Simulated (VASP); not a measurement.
# BaTiO3 in VASP: notebook, part 2 of 2

VASP 6.6.1. Earlier steps stand in the parts before.

## (5) Single point, r2SCAN (biaxial strain in the a-b plane: +1.0 %, then relaxed in part)

Contents of POSCAR:

```
BaTiO3
1.0
    4.0339791706      0.0000000000      0.0000000000
    0.0000000000      4.0339791706      0.0000000000
    0.0000000000      0.0000000000      3.9660901331
Ba Ti O
1 1 3
Direct
    0.5000000000      0.5000000000      0.5000000000
    0.0000000000      0.0000000000      0.0000000000
    0.5000000000      0.0000000000      0.0000000000
    0.0000000000      0.5000000000      0.0000000000
    0.0000000000      0.0000000000      0.5000000000
```

Contents of INCAR.step1:

```
SYSTEM = BaTiO3
  PREC = Accurate
  ENCUT = 520
  ISMEAR = 0
  SIGMA = 0.02
  LREAL = .False.
  LASPH = .True.
  NELM = 80
  NBANDS = 28
  GGA = PE
  ALGO = Normal
  EDIFF = 1E-4
  LWAVE = .True.
  LCHARG = .False.
```

Contents of INCAR.step2:

```
SYSTEM = BaTiO3
  PREC = Accurate
  ENCUT = 520
  EDIFF = 1E-6
  ISMEAR = 0
  SIGMA = 0.02
  LREAL = .False.
  LASPH = .True.
  NELM = 80
  ALGO = Normal
  ISIF = 2
  LWAVE = .False.
  LCHARG = .False.
  METAGGA = R2SCAN
  LMIXTAU = .True.
  NBANDS = 28
  ISTART = 1
```

Contents of KPOINTS:

```
regular mesh
0
Gamma
  8 8 8
  0 0 0
```

Launch:

```sh
cat potpaw_PBE.64/Ba_sv/POTCAR potpaw_PBE.64/Ti_sv/POTCAR potpaw_PBE.64/O/POTCAR > POTCAR
cp INCAR.step1 INCAR
mpirun -np 1 vasp_std > vasp.out
cp INCAR.step2 INCAR
mpirun -np 1 vasp_std > vasp.out
```

It took 3.2 min on 1 thread of Intel Xeon 6975P-C (Granite Rapids), shared host; peak memory 0.27 GiB.

The run converged. Its results:

| Quantity | Value |
| --- | --- |
| Free energy | -74.2280 eV |
| Pressure | -0.3 GPa |
| Band gap on the k mesh | 2.09 eV, indirect (least direct gap 2.25 eV) |

Stress tensor (GPa, compression positive):
```
-1.44  0.00  0.00
 0.00 -1.44  0.00
 0.00  0.00  1.97
```

Levels at points of the mesh, in eV from the valence-band top:
```csv
k point,band 17,band 18,band 19,band 20,band 21,band 22,band 23,band 24
"(0.00, 0.00, 0.00)",-1.09,-0.18,-0.18,-0.16,2.09,2.12,2.12,4.05
"(0.50, 0.00, 0.00)",-1.77,-1.77,-0.77,-0.74,2.26,3.75,3.76,4.14
"(0.50, 0.50, 0.00)",-1.81,-1.00,-1.00,-0.13,3.76,3.76,4.19,5.12
"(0.00, 0.00, 0.50)",-1.92,-1.91,-0.77,-0.77,2.25,3.90,3.90,4.06
"(0.50, 0.00, 0.50)",-1.79,-0.86,-0.85,-0.09,3.76,3.91,4.29,4.96
"(0.50, 0.50, 0.50)",-2.33,-0.04,0.00,0.00,4.43,4.52,4.52,7.31
```

Caveat: the cell differs from its parent crystal (biaxial strain in the a-b plane: +1.0 %, then relaxed in part); the PAW data sets were made with another functional, which shifts forces and pressure a little; spin-orbit coupling is left out, which moves the levels of the heavy elements.

## (6) Relaxation of cell and atoms, r2SCAN, target pressure -1 GPa, at which the enthalpy is minimised

This run uses another cell than the first one, of 12.87 Å³/atom, 1.036 times its volume.

POSCAR: that of step 5 with these lines changed.

```diff
@@ -2,5 +2,5 @@
 1.0
-    4.0339791706      0.0000000000      0.0000000000
-    0.0000000000      4.0339791706      0.0000000000
-    0.0000000000      0.0000000000      3.9660901331
+    4.0071135616      0.0000000000      0.0000000000
+    0.0000000000      4.0071135616      0.0000000000
+    0.0000000000      0.0000000000      4.0071135616
 Ba Ti O
```

Contents of INCAR.step1:

```
  PREC = Accurate
  ENCUT = 600
  ISMEAR = 0
  SIGMA = 0.02
  LREAL = False
  LASPH = True
  NELM = 60
  GGA = PE
  ALGO = Normal
  EDIFF = 1E-4
  LWAVE = True
  LCHARG = False
```

Contents of INCAR.step2:

```
  PREC = Accurate
  ENCUT = 600
  EDIFF = 1E-6
  ISMEAR = 0
  SIGMA = 0.02
  LREAL = False
  LASPH = True
  NELM = 60
  ALGO = Normal
  ISIF = 3
  LWAVE = False
  LCHARG = False
  METAGGA = R2SCAN
  LMIXTAU = True
  IBRION = 2
  NSW = 70
  EDIFFG = -0.008
  PSTRESS = -10.0
  ISTART = 1
```

Contents of KPOINTS:

```
regular mesh
0
Gamma
  8 8 8
```

Potentials or basis: VASP PAW PBE potentials, release 64 (Ba_sv, Ti_sv, O).

Launch:

```sh
cat potpaw_PBE.64/Ba_sv/POTCAR potpaw_PBE.64/Ti_sv/POTCAR potpaw_PBE.64/O/POTCAR > POTCAR
cp INCAR.step1 INCAR
mpirun -np 1 vasp_std > vasp.out
cp INCAR.step2 INCAR
mpirun -np 1 vasp_std > vasp.out
```

OUTCAR:

```text
PREC = Accurate
   ENCUT = 600
   EDIFF = 1E-6
   ISMEAR = 0
   LREAL = False
   LASPH = True
   NELM = 60
   ISIF = 3
   METAGGA = R2SCAN
   IBRION = 2
   NSW = 70
   EDIFFG = -0.008
   PSTRESS = -10.0
   ISTART = 1

 ion  position               nearest neighbor table
   1  0.500  0.500  0.500-   3 2.83   4 2.83   5 2.83   3 2.83   4 2.83   3 2.83   5 2.83   3 2.83
                             4 2.83   5 2.83   4 2.83   5 2.83   2 3.47   2 3.47   2 3.47   2 3.47
   2  0.000  0.000  0.000-   3 2.00   4 2.00   5 2.00   5 2.00   4 2.00   3 2.00   1 3.47   1 3.47
                             1 3.47   1 3.47   1 3.47   1 3.47   1 3.47   1 3.47
   3  0.500  0.000  0.000-   2 2.00   2 2.00   1 2.83   1 2.83   1 2.83   1 2.83
   4  0.000  0.500  0.000-   2 2.00   2 2.00   1 2.83   1 2.83   1 2.83   1 2.83
   5  0.000  0.000  0.500-   2 2.00   2 2.00   1 2.83   1 2.83   1 2.83   1 2.83

  LATTYP: Found a simple cubic cell.
[... 270 lines left out ...]

 number of electron      40.0000003 magnetization

 Free energy of the ion-electron system (eV)
  ---------------------------------------------------
  ext. energy  EPLUGINS =         0.00000000
  ---------------------------------------------------
  free energy    TOTEN  =       -74.24237266 eV

  energy without entropy =      -74.24237266  energy(sigma->0) =      -74.24237266

 E-fermi :   3.5695     XC(G=0): -11.8656

 val. band max:        3.4585929370   @ k =   0.5000   0.5000   0.5000
 cond. band min:       5.5718627349   @ k =   0.0000   0.0000   0.0000
 fundamental gap:      2.1132697980
 Fermi energy:         3.5694695810

 k-point     1 :       0.0000    0.0000    0.0000
  band No.  band energies     occupation
      1     -55.4665      2.00000
      2     -30.6191      2.00000
      3     -30.6191      2.00000
      4     -30.6191      2.00000
      5     -22.0329      2.00000
      6     -14.3822      2.00000
[... 637 lines left out ...]
     23       7.6296      0.00000
     24       8.9190      0.00000

 [... further k-points ...]
[... 5 lines left out ...]
  --------------------------------------------------------------------------------------
  -------------------------------------------------------------------------------------
  Total       -0.3983568     -0.3983568     -0.3983568     -0.0000000     -0.0000000      0.0000000
  in kB       -9.8614899     -9.8614899     -9.8614899     -0.0000000     -0.0000000      0.0000000
  external PRESSURE =       0.1385101 kB  Pullay stress =     -10.0000000 kB
[... 24 lines left out ...]
  energy  without entropy=      -74.2423726648  energy(sigma->0) =      -74.24237266

  enthalpy is  TOTEN    =       -74.6463246559 eV   P V=       -0.4039519911

 reached required accuracy - stopping structural energy minimisation
```

OUTCAR.step1:

```text
PREC = Accurate
   ENCUT = 600
   ISMEAR = 0
   LREAL = False
   LASPH = True
[... 881 lines left out ...]
      0.00000      0.00000      0.00000         0.000000      0.000000      0.000000
      2.00356      0.00000      0.00000         0.000000      0.000000      0.000000
      0.00000      2.00356      0.00000         0.000000      0.000000      0.000000
      0.00000      0.00000      2.00356         0.000000      0.000000      0.000000
 -----------------------------------------------------------------------------------
    total drift:                                0.000000      0.000000     -0.000000

  FREE ENERGIE OF THE ION-ELECTRON SYSTEM (eV)
  ---------------------------------------------------
  free  energy   TOTEN  =       -39.9786584050 eV

  energy  without entropy=      -39.9786584050  energy(sigma->0) =      -39.97865840
```

OSZICAR.step1:

```text
N       E                     dE             d eps       ncg     rms          rms(c)
DAV:   1     0.480260647737E+03    0.48026E+03   -0.22955E+04  1680   0.197E+03
DAV:   2    -0.309743211026E+01   -0.48336E+03   -0.47441E+03  2064   0.504E+02
DAV:   3    -0.487444230074E+02   -0.45647E+02   -0.44425E+02  2008   0.154E+02
DAV:   4    -0.509640560324E+02   -0.22196E+01   -0.22187E+01  2592   0.320E+01
DAV:   5    -0.510011753915E+02   -0.37119E-01   -0.37117E-01  2192   0.383E+00    0.228E+01
DAV:   6    -0.401236066219E+02    0.10878E+02   -0.74727E+01  2600   0.770E+01    0.998E+00
DAV:   7    -0.401385695303E+02   -0.14963E-01   -0.11799E+01  2112   0.250E+01    0.630E+00
DAV:   8    -0.399631759139E+02    0.17539E+00   -0.98958E-01  2264   0.958E+00    0.279E+00
DAV:   9    -0.399928077223E+02   -0.29632E-01   -0.25396E-01  2232   0.387E+00    0.120E+00
DAV:  10    -0.399798259334E+02    0.12982E-01   -0.81665E-02  2208   0.302E+00    0.419E-01
DAV:  11    -0.399786930977E+02    0.11328E-02   -0.79747E-03  2528   0.761E-01    0.571E-02
DAV:  12    -0.399786584050E+02    0.34693E-04   -0.84555E-04  2000   0.325E-01
   1 F= -.39978658E+02 E0= -.39978658E+02  d E =-.206154E-33
```

It took 3.2 min on 1 thread of Intel Xeon Platinum 8559C (Emerald Rapids), shared host; peak memory 0.25 GiB.

What came out:

- Free energy: -74.2424 eV
- Relaxed volume: 12.94 Å³/atom
- Relaxed cell: a = 4.015 Å, b = 4.015 Å, c = 4.015 Å, α = 90.00°, β = 90.00°, γ = 90.00°
- Space group after relaxing (to 0.05 Å): Pm-3m (No. 221)
- Energy change on relaxing (the enthalpy is what falls): +0.2 meV/atom
- Ionic steps: 3
- Pressure after relaxing: -1.0 GPa
- Band gap on the k mesh: 2.11 eV, indirect (least direct gap 2.28 eV)

The path:
```tsv
step	energy change (eV)	largest force (eV/Å)	pressure (GPa)	volume (Å³)
1	0.0000	0.0000	0.08	64.34
2	0.0054	0.0000	-2.12	65.15
3	0.0011	0.0000	-0.99	64.72
```

Final structure:
```xyz
5
Lattice="4.0149 0.0000 0.0000 0.0000 4.0149 0.0000 0.0000 0.0000 4.0149" Properties=species:S:1:pos:R:3 pbc="T T T"
Ba    2.0075    2.0075    2.0075
Ti    0.0000    0.0000    0.0000
O     2.0075    0.0000    0.0000
O     0.0000    2.0075    0.0000
O     0.0000    0.0000    2.0075
```

Caveat: the cell is relaxed towards a set pressure, so the enthalpy falls and the energy may rise; the PAW data sets were made with another functional, which shifts forces and pressure a little; spin-orbit coupling is left out, which moves the levels of the heavy elements. r2SCAN opens gaps a little over a GGA but as a rule still falls short of measured ones.

## (7) Summary

| task | cell | cutoff (eV) | gap on the mesh (eV) | pressure (GPa) |
| --- | --- | --- | --- | --- |
| single point | a = 3.914, b = 3.914, c = 4.055 Å, 5 atoms | 520 | 2.14 | 7.4 |
| single point | a = 3.954, b = 3.954, c = 4.018 Å, 5 atoms | 520 | 2.15 | 4.8 |
| single point | a = 3.954, b = 3.954, c = 4.024 Å, 5 atoms | 520 | 2.14 | 4.5 |
| single point | a = 4.034, b = 4.034, c = 3.966 Å, 5 atoms | 520 | 2.09 | -0.3 |
| relaxation of cell and atoms | relaxed to -1 GPa from a = 4.007 Å, 5 atoms | 600 | 2.11 | -1.0 |

Alike in all rows: level r2SCAN; potentials or basis VASP PAW PBE potentials, release 64 (Ba_sv, Ti_sv, O); no spin polarisation; k mesh 8 × 8 × 8; smearing gaussian 0.02 eV.

Caveats: the PAW data sets were made with another functional, which shifts forces and pressure a little; spin-orbit coupling is left out, which moves the levels of the heavy elements; the cell is relaxed towards a set pressure, so the enthalpy falls and the energy may rise (some runs).

Total energies depend on the potentials used, so only differences within one code and one set of settings carry meaning.
